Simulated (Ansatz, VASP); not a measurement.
**Two plane-wave programs on TiSnS4**

INCAR

```
SYSTEM = TiSnS4
PREC = Accurate ; ENCUT = 600
EDIFF = 1E-6 ; ISMEAR = 0
SIGMA = 0.02 ; LREAL = .False.
LASPH = .True. ; NELM = 80
ALGO = Normal ; ISIF = 3
LWAVE = .False. ; LCHARG = .False.
GGA = PE ; IBRION = 2
NSW = 100 ; EDIFFG = -0.01
```

The input KPOINTS:

```
Automatic mesh
0
Gamma
  12 12 4
  0 0 0
```

Contents of POSCAR:

```
TiSnS4
1.0
    3.5945249107      0.0000000000      0.0000000000
   -1.7972624553      3.1129498872      0.0000000000
    0.0000000000      0.0000000000     12.7163342401
Ti Sn S
1 1 4
Direct
    0.0000000000      0.0000000000      0.0000000000
    0.0000000000      0.0000000000      0.5000000000
    0.3333333333      0.6666666667      0.1052722725
    0.6666666667      0.3333333333      0.8947277275
    0.6666666667      0.3333333333      0.3815242507
    0.3333333333      0.6666666667      0.6184757493
```

Input for Ansatz:

```yaml
crystal:
  lattice:
    - [3.5945249107, 0.0, 0.0]
    - [-1.7972624553, 3.1129498872, 0.0]
    - [0.0, 0.0, 12.7163342401]
  atoms:
    - { symbol: Ti, position: [0.0, 0.0, 0.0] }
    - { symbol: Sn, position: [0.0, 0.0, 0.5] }
    - { symbol: S, position: [0.3333333333, 0.6666666667, 0.1052722725] }
    - { symbol: S, position: [0.6666666667, 0.3333333333, 0.8947277275] }
    - { symbol: S, position: [0.6666666667, 0.3333333333, 0.3815242507] }
    - { symbol: S, position: [0.3333333333, 0.6666666667, 0.6184757493] }
basis:
  ecutwfc: 420
kpoints:
  mp_grid: { grid: [12, 12, 4] }
hamiltonian:
  xc: pbe
scf:
  occupations: { method: gaussian, width: 0.02 }
output:
  forces: true
  stress: true
  eigenvalues: true
relax:
  adjacent_minimum: "off"
  f_tol: 0.01
  max_steps: 80
  cell: { stress_tol: 0.05 }
```

Alike in both runs: task relaxation of cell and atoms; functional PBE; k mesh 12 × 12 × 4; occupations gaussian, width 0.02 eV; no spin polarisation.

|  | VASP | Ansatz |
| --- | --- | --- |
| version | VASP 6.6.1 | Ansatz 0.2.0 |
| potentials or method | VASP PAW PBE potentials, release 64 (Ti_sv, Sn_d, S), cutoff 600 eV | scalar-relativistic, plane waves, PAW |
| valence electrons in the cell | 50 | 50 |

```csv
,VASP,Ansatz,Ansatz less VASP
"gap on the k mesh at the Fermi level, each at its own relaxed structure (eV)",0.49,0.51,+0.017
relaxed volume (Å³/atom),24.82,24.87,+0.052
relaxed length of the cell vector where the two differ most in proportion (Å),13.484,13.493,+0.0095
```
